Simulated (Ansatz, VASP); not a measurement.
**W in VASP and in Ansatz**

```
W
1.0
     0.00000    2.06045    2.06045
     2.06045    0.00000    2.06045
     2.06045    2.06045    0.00000
W
1
Direct
  0.00000 0.00000 0.00000
```

Change from the starting cell: strain +0.015 along x and y, +0.015 along z, atoms carried along.

Alike in both runs: task single point; functional PBEsol; k mesh 20 × 20 × 20; occupations gaussian, width 0.15 eV; no spin polarisation.

|  | VASP | Ansatz |
| --- | --- | --- |
| version | VASP 6.6.1 | Ansatz 0.2.0 |
| potentials or method | VASP PAW PBE potentials, release 64 (W_sv), cutoff 520 eV | scalar-relativistic, plane waves, PAW |
| valence electrons in the cell | 14 | 14 |

```tsv
	VASP	Ansatz	Ansatz less VASP
gap on the k mesh at the Fermi level (eV)	none	none	-
pressure (GPa)	-22.3	-22.6	-0.32
```

VASP's potentials were made for PBE, not for PBEsol. A gap of «none» marks a metal or a gap that the smearing closes. With one functional, cell and mesh, what is left measures potentials, basis and numerics.

Neither program's run includes spin-orbit coupling.
